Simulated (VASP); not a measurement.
# SiC (Moissanite) (P6_3mc) in VASP: notebook, part 2 of 2

VASP 6.6.1. The steps go on from the part before.

## 5. Single point, BLYP+D4

This run uses another cell than the first one, of 9.72 Å³/atom, 0.922 times its volume.

Input file INCAR:

```
AGGAC = 1.0
AGGAX = 1.0
ALDAC = 0.0
ALDAX = 1.0
ALGO = Normal
EDIFF = 1E-6
ENCUT = 520
GGA = B5
ISIF = 2
ISMEAR = -1
IVDW = 13
LASPH = True
LCHARG = True
LELF = True
LREAL = False
LVHAR = True
LWAVE = False
NBANDS = 16
NELM = 80
PREC = Accurate
SIGMA = 0.05
VDW_A1 = 0.44488865
VDW_A2 = 4.0933009
VDW_S6 = 1.0
VDW_S8 = 2.34076671
```

Input file KPOINTS:

```
k-points
0
Gamma
  10 10 5
```

Input file POSCAR:

```
SiC
1.0
    3.0132068704      0.0000000000      0.0000000000
   -1.5066034352      2.6095136966      0.0000000000
    0.0000000000      0.0000000000      4.9449506768
Si C
2 2
Direct
    0.6666666667      0.3333333333      0.5000000000
    0.3333333333      0.6666666667      0.0000000000
    0.6666666667      0.3333333333      0.8850000000
    0.3333333333      0.6666666667      0.3850000000
```

Potentials or basis: VASP PAW PBE potentials, release 64 (Si, C).

Launch:

```bash
cat potpaw_PBE.64/Si/POTCAR potpaw_PBE.64/C/POTCAR > POTCAR
mpirun -np 1 vasp_std > vasp.out
```

OUTCAR:

```text
EDIFF = 1E-6
   ENCUT = 520
   GGA = B5
   ISIF = 2
   ISMEAR = -1
   IVDW = 13
   LASPH = True
   LREAL = False
   NELM = 80
   PREC = Accurate

 ion  position               nearest neighbor table
   1  0.667  0.333  0.500-   4 1.83   4 1.83   4 1.83   3 1.90   2 3.02   2 3.02   2 3.02   2 3.02
                             2 3.02   2 3.02
   2  0.333  0.667  0.000-   3 1.83   3 1.83   3 1.83   4 1.90   1 3.02   1 3.02   1 3.02   1 3.02
                             1 3.02   1 3.02
   3  0.667  0.333  0.885-   2 1.83   2 1.83   2 1.83   1 1.90
   4  0.333  0.667  0.385-   1 1.83   1 1.83   1 1.83   2 1.90

  LATTYP: Found a hexagonal cell.
 ALAT       =     3.0132068704
 C/A-ratio  =     1.6410923277

  Lattice vectors:

 A1 = (   3.0132068704,   0.0000000000,   0.0000000000)
 A2 = (  -1.5066034352,   2.6095136966,   0.0000000000)
 A3 = (   0.0000000000,   0.0000000000,   4.9449506768)

Analysis of symmetry for initial positions (statically):
=====================================================================
 Subroutine PRICEL returns:
 Original cell was already a primitive cell.

 Routine SETGRP: Setting up the symmetry group for a
 hexagonal supercell.

 Subroutine GETGRP returns: Found 12 space group operations
 (whereof  6 operations were pure point group operations)
 out of a pool of 24 trial point group operations.

The static configuration has the point symmetry C_3v.
 The point group associated with its full space group is C_6v.

Analysis of symmetry for dynamics (positions and initial velocities):
=====================================================================
 Subroutine PRICEL returns:
 Original cell was already a primitive cell.

 Routine SETGRP: Setting up the symmetry group for a
 hexagonal supercell.

 Subroutine GETGRP returns: Found 12 space group operations
 (whereof  6 operations were pure point group operations)
 out of a pool of 24 trial point group operations.

The dynamic configuration has the point symmetry C_3v.
 The point group associated with its full space group is C_6v.

 Subroutine INISYM returns: Found 12 space group operations
 (whereof  6 operations are pure point group operations),
 and found     1 'primitive' translations

----------------------------------------------------------------------------------------

                                     Primitive cell

  volume of cell :      38.8822

  direct lattice vectors                    reciprocal lattice vectors
     3.013206870  0.000000000  0.000000000     0.331872335  0.191606582  0.000000000
    -1.506603435  2.609513697  0.000000000     0.000000000  0.383213164  0.000000000
     0.000000000  0.000000000  4.944950677     0.000000000  0.000000000  0.202226486

  length of vectors
     3.013206870  3.013206870  4.944950677     0.383213164  0.383213164  0.202226486

  position of ions in fractional coordinates (direct lattice)
     0.666666667  0.333333333  0.500000000
     0.333333333  0.666666667  0.000000000
     0.666666667  0.333333333  0.885000000
     0.333333333  0.666666667  0.385000000

  ion indices of the primitive-cell ions
   primitive index   ion index
                 1           1
                 2           2
                 3           3
[... 29 lines left out ...]
            Coordinates               Weight
  0.000000  0.000000  0.000000      1.000000
  0.100000  0.000000  0.000000      6.000000
  0.200000  0.000000  0.000000      6.000000
  0.300000  0.000000  0.000000      6.000000
  0.400000  0.000000  0.000000      6.000000
  0.500000  0.000000  0.000000      3.000000
[... 16 lines left out ...]
  0.300000  0.100000  0.200000     24.000000
  0.400000  0.100000  0.200000     24.000000
 [... further k-points ...]
   k-points           NKPTS =     42   k-points in BZ     NKDIM =     42   number of bands    NBANDS=     16
   number of dos      NEDOS =    301   number of ions     NIONS =      4
   total plane-waves  NPLWV =  23040
   dimension x,y,z NGX =    24 NGY =   24 NGZ =   40
   dimension x,y,z NGXF=    48 NGYF=   48 NGZF=   80
   ions per type =               2   2
   NGX,Y,Z   is equivalent  to a cutoff of  13.24, 13.24, 13.45 a.u.
   NGXF,Y,Z  is equivalent  to a cutoff of  26.48, 26.48, 26.90 a.u.
 SYSTEM =  unknown system
   PREC   = accura    normal or accurate (medium, high low for compatibility)
   ISTART =      0    job   : 0-new  1-cont  2-samecut
   ICHARG =      2    charge: 1-file 2-atom 10-const
   ISPIN  =      1    spin polarized calculation?
   LNONCOLLINEAR =      F non collinear calculations
   LSORBIT =      F    spin-orbit coupling
   LASPH  =      T    aspherical Exc in radial PAW
   ENCUT  =  520.0 eV  38.22 Ry    6.18 a.u.   5.60  5.60  9.19*2*pi/ulx,y,z
   NELM   =     80;   NELMIN=  2; NELMDL= -5     # of ELM steps
   EDIFF  = 0.1E-05   stopping-criterion for ELM
   LREAL  =      F    real-space projection
   EDIFFG = 0.1E-04   stopping-criterion for IOM
   NSW    =      0    number of steps for IOM
   IBRION =     -1    ionic relax: 0-MD 1-quasi-New 2-CG
   NFREE  =      0    steps in history (QN), initial steepest desc. (CG)
   ISIF   =      2    stress and relaxation
   ISYM   =      2    0-nonsym 1-usesym 2-fastsym
   POTIM  = 0.5000    time-step for ionic-motion
   TEBEG  =    0.0;   TEEND  =   0.0 temperature during run
   PSTRESS=    0.0 pullay stress
   NELECT =      16.0000    total number of electrons
   NUPDOWN=      -1.0000    fix difference up-down
   EMIN   =  10.00;   EMAX   =-10.00  energy-range for DOS
   EFERMI =   0.00;   METHOD = LEGACY
   ISMEAR =    -1;   SIGMA  =   0.05  broadening in eV -4-tet -1-fermi 0-gaus
   EFERMI_NEDOS =   21; number of points for ismear=-14 and -15
   IALGO  =     38    algorithm
   IMIX   =      4    mixing-type and parameters
     AMIX     =   0.40;   BMIX     =  1.00
     AMIX_MAG =   1.60;   BMIX_MAG =  1.00
  volume/ion in A,a.u.               =       9.72        65.60
  Fermi-wavevector in a.u.,A,eV,Ry     =   1.217675  2.301072 20.173793  1.482732
  Thomas-Fermi vector in A             =   2.352987
   LORBIT       =      0    0 simple, 1 ext, 2 COOP (PROOUT), +10 PAW based schemes
   GGA     = B5    functional components
   LHFCALC =     F    Hartree Fock is set to
   AEXX    =    0.0000 exact exchange contribution
   IVDW    =    13    specifies the selected vdW correction
   LEPSILON=     F    determine dielectric tensor
   LRPA    =     F    only Hartree local field effects (RPA)
 non-spin polarized calculation
  energy-cutoff  :      520.00
  volume of cell :       38.88
 maximum number of plane-waves:      1087
 NGX is ok and might be reduce to    24
   NGX = 11   NGY = 11   NGZ = 19

 number of electron      15.9999999 magnetization

 Free energy of the ion-electron system (eV)
  ---------------------------------------------------
  ext. energy  EPLUGINS =         0.00000000
  ---------------------------------------------------
  free energy    TOTEN  =       -26.97565876 eV

  energy without entropy =      -26.97565876  energy(sigma->0) =      -26.97565876

 E-fermi :  10.5079     XC(G=0): -10.9091

 val. band max:        9.5448251814   @ k =   0.0000   0.0000   0.0000
 cond. band min:      12.2791271977   @ k =   0.3000   0.3000   0.0000
 fundamental gap:      2.7343020163
 Fermi energy:        10.5079459928

 k-point     1 :       0.0000    0.0000    0.0000
  band No.  band energies     occupation
      1      -6.5423      2.00000
      2      -2.8632      2.00000
      3       0.6506      2.00000
      4       7.9645      2.00000
      5       7.9645      2.00000
      6       9.2627      2.00000
[... 433 lines left out ...]
      3       1.1176      2.00000
      4       2.6428      2.00000
      5       4.7208      2.00000
      6       5.5385      2.00000
[... 8 lines left out ...]
     15      21.5958      0.00000
     16      22.9795      0.00000

 [... further k-points ...]

------------------------ aborting loop because EDIFF is reached ----------------------------------------

  DFT-D4 for vdW energy calculation

  Edisp (eV):   -2.70253

  FORCE on cell =-STRESS in cart. coord.  units (eV):
  Direction    XX          YY          ZZ          XY          YZ          ZX
  --------------------------------------------------------------------------------------
  -------------------------------------------------------------------------------------
  Total       4.12412     4.12412     2.66033     0.00000     0.00000    -0.00000
  in kB     169.93827   169.93827   109.62155     0.00000     0.00000    -0.00000
  external pressure =      149.83 kB  Pullay stress =        0.00 kB

 VOLUME and BASIS-vectors are now :
 -----------------------------------------------------------------------------
  energy-cutoff  :      520.00
  volume of cell :       38.88
      direct lattice vectors                 reciprocal lattice vectors
     3.013206870  0.000000000  0.000000000     0.331872335  0.191606582  0.000000000
    -1.506603435  2.609513697  0.000000000     0.000000000  0.383213164  0.000000000
     0.000000000  0.000000000  4.944950677     0.000000000  0.000000000  0.202226486

 POSITION                                       TOTAL-FORCE (eV/Angst)
 -----------------------------------------------------------------------------------
      1.50660      0.86984      2.47248         0.000000      0.000000      0.850795
     -0.00000      1.73968      0.00000        -0.000000      0.000000      0.850795
      1.50660      0.86984      4.37628         0.000000      0.000000     -0.850795
     -0.00000      1.73968      1.90381        -0.000000     -0.000000     -0.850795
 -----------------------------------------------------------------------------------
    total drift:                               -0.000000      0.000000     -0.000046

  FREE ENERGIE OF THE ION-ELECTRON SYSTEM (eV)
  ---------------------------------------------------
  free  energy   TOTEN  =       -29.6781927915 eV

  energy  without entropy=      -29.6781927914  energy(sigma->0) =      -29.67819279
```

stdout:

```text
POSCAR found type information on POSCAR SiC
 POSCAR found :  2 types and       4 ions
 scaLAPACK will be used
 -----------------------------------------------------------------------------
|                                                                             |
|                                                                             |
|     You enforced a specific xc type in the INCAR file but a different       |
|     I HOPE YOU KNOW WHAT YOU ARE DOING!                                     |
|                                                                             |
 -----------------------------------------------------------------------------

 LDA part: xc-table for (Slater(with rela. corr.)+VWN5), standard interpolation
 POSCAR, INCAR and KPOINTS ok, starting setup
 FFT: planning ... GRIDC
 FFT: planning ... GRID_SOFT
 FFT: planning ... GRID
 WAVECAR not read
 entering main loop
```

It took 18 s on 1 thread of Intel Xeon Platinum 8488C (Sapphire Rapids), shared host; peak memory 0.16 GiB.

What came out:

- Free energy: -29.6782 eV
- Pressure: 15.0 GPa
- Largest force: 0.851 eV/Å
- Band gap on the k mesh: 2.73 eV, indirect (least direct gap 4.48 eV)
- Dispersion energy per atom: -0.676 eV

Forces on the atoms (eV/Å):
```
Si   0.000  0.000  0.851
Si   0.000  0.000  0.851
C    0.000  0.000 -0.851
C    0.000  0.000 -0.851
```

Caveat: the PAW data sets were made with another functional, which shifts forces and pressure a little. A k mesh can miss the band edges.

## 6. Summary

| level | cell | gap on the mesh (eV) | pressure (GPa) | largest force (eV/Å) |
| --- | --- | --- | --- | --- |
| PBEsol | a = 3.096, b = 3.096, c = 5.081 Å, angles 90.0, 90.0, 120.0°, 4 atoms | 2.35 | -3.7 | 0.72 |
| PBEsol | a = 3.116, b = 3.116, c = 5.114 Å, angles 90.0, 90.0, 120.0°, 4 atoms | 2.38 | -7.5 | 0.69 |
| PBEsol | a = 3.136, b = 3.136, c = 5.147 Å, angles 90.0, 90.0, 120.0°, 4 atoms | 2.37 | -11.0 | 0.66 |
| BLYP+D4 | a = 3.013, b = 3.013, c = 4.945 Å, angles 90.0, 90.0, 120.0°, 4 atoms | 2.73 | 15.0 | 0.85 |

Alike in all rows: task single point; potentials or basis VASP PAW PBE potentials, release 64 (Si, C); no spin polarisation; k mesh 10 × 10 × 5; cutoff (eV) 520; smearing fermi-dirac 0.05 eV.

Caveats: the PAW data sets were made with another functional, which shifts forces and pressure a little.

Total energies depend on the potentials used, so only differences within one code and one set of settings carry meaning.
